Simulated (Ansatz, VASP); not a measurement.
# KBr: VASP beside Ansatz

```
K Br
1.0
     0.00000    3.12787    3.29250
     3.12787    0.00000    3.29250
     3.12787    3.12787    0.00000
K Br
1 1
Direct
  0.00000 0.00000 0.00000
  0.50000 0.50000 0.50000
```

Change from the starting cell: strain -0.050 along x and y, +0.000 along z, atoms carried along.

Alike in both runs: task single point; functional PBE; k mesh 6 × 6 × 6; occupations gaussian, width 0.05 eV; no spin polarisation.

```csv
,VASP,Ansatz
version,VASP 6.6.1,Ansatz 0.2.0
potentials or method,"VASP PAW PBE potentials, release 64 (K_sv, Br), cutoff 520 eV","scalar-relativistic, plane waves, PAW"
valence electrons in the cell,16,16
```

VASP gave:

- gap on the k mesh at the Fermi level (eV): 4.72
- least direct gap on the mesh (eV): 4.72
- pressure (GPa): 3.3
- traceless stress, the component that is largest in VASP (GPa): -1.79

**Question.** What did Ansatz give for the same quantities?

**Answer.** gap on the k mesh at the Fermi level (eV): 4.72; least direct gap on the mesh (eV): 4.72; pressure (GPa): 3.3; traceless stress, the component that is largest in VASP (GPa): -1.77.

The functional is the same, so the differences come from potentials, cutoffs and numerics.
